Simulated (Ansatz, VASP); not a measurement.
## HfC in VASP and in Ansatz

File INCAR:

```
SYSTEM = HfC
PREC = Accurate ; ENCUT = 600
EDIFF = 1E-6 ; ISMEAR = -1
SIGMA = 0.15 ; LREAL = .FALSE.
LASPH = .TRUE. ; NELM = 120
ALGO = Normal ; ISIF = 2
LWAVE = .FALSE. ; LCHARG = .FALSE.
GGA = PE ; NBANDS = 14
GGA_COMPAT = .FALSE.
```

KPOINTS

```
regular mesh
0
G
  10 10 10
  0 0 0
```

Contents of POSCAR:

```
HfC
1.0
    0.0000000000      2.3555956150      2.3555956150
    2.3555956150      0.0000000000      2.3555956150
    2.3555956150      2.3555956150      0.0000000000
Hf C
1 1
Direct
    0.5000000000      0.5000000000      0.5000000000
    0.0000000000      0.0000000000      0.0000000000
```

File input.yaml:

```yaml
crystal:
  lattice: { a: 4.71119123, b: 4.71119123, c: 4.71119123, alpha: 90.0, beta: 90.0, gamma: 90.0 }
  space_group: 225
  setting: { hermann_mauguin: Fm-3m }
  reduce_to_primitive: true
  atoms:
    - { symbol: Hf, position: [0.5, 0.0, 0.0] }
    - { symbol: C, position: [0.0, 0.0, 0.0] }
kpoints:
  mp_grid: { grid: [10, 10, 10] }
scf:
  occupations: { method: fermi_dirac, width: 0.15 }
hamiltonian:
  xc: pbe
  pseudopotentials: { kind: all_electron, datasets: crystal }
output:
  forces: true
  stress: true
  eigenvalues: true
  elf: true
  volumetric_format: npy
```

Change from the starting cell: volume scaled by 1.04.

Alike in both runs: functional PBE; k mesh 10 × 10 × 10; occupations fermi-dirac, width 0.15 eV; no spin polarisation.

|  | VASP | Ansatz |
| --- | --- | --- |
| version | VASP 6.6.1 | Ansatz 0.2.0 |
| potentials or method | VASP PAW PBE potentials, release 64 (Hf_pv, C), cutoff 600 eV | all-electron PAW datasets made for the crystal |
| task | single point | electron localisation function |

Ansatz gave:

| Item | Value |
| --- | --- |
| gap on the k mesh at the Fermi level (eV) | none |
| pressure (GPa) | -8.2 |

Q: Which values does VASP return?

A: gap on the k mesh at the Fermi level (eV): none; pressure (GPa): -9.1.

A gap of «none» marks a metal or a gap that the smearing closes. Ansatz ran all-electron here, and VASP with PAW potentials.

Neither program's run includes spin-orbit coupling.
